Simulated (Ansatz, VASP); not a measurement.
**Lu in VASP and in Ansatz**

```xyz
2
Lattice="3.5071 0.0000 0.0000 -1.7535 3.0372 0.0000 0.0000 0.0000 5.4773" Properties=species:S:1:pos:R:3 pbc="T T T"
Lu    0.0000    2.0248    1.3693
Lu    1.7535    1.0124    4.1080
```

Alike in both runs: task single point; functional PBE; k mesh 10 × 10 × 6; occupations methfessel-paxton of order 1, width 0.01 eV; no spin polarisation.

```csv
,VASP,Ansatz
version,VASP 6.6.1,Ansatz 0.2.0
potentials or method,"VASP PAW PBE potentials, release 64 (Lu), cutoff 520 eV","plane waves (420 eV) with PAW, scalar-relativistic"
valence electrons in the cell,50,50
```

|  | VASP | Ansatz | Ansatz less VASP |
| --- | --- | --- | --- |
| pressure (GPa) | -0.1 | -0.3 | -0.13 |
| traceless stress, the component that is largest in VASP (GPa) | -0.35 | -0.37 | -0.016 |

Spin-orbit coupling is off throughout.
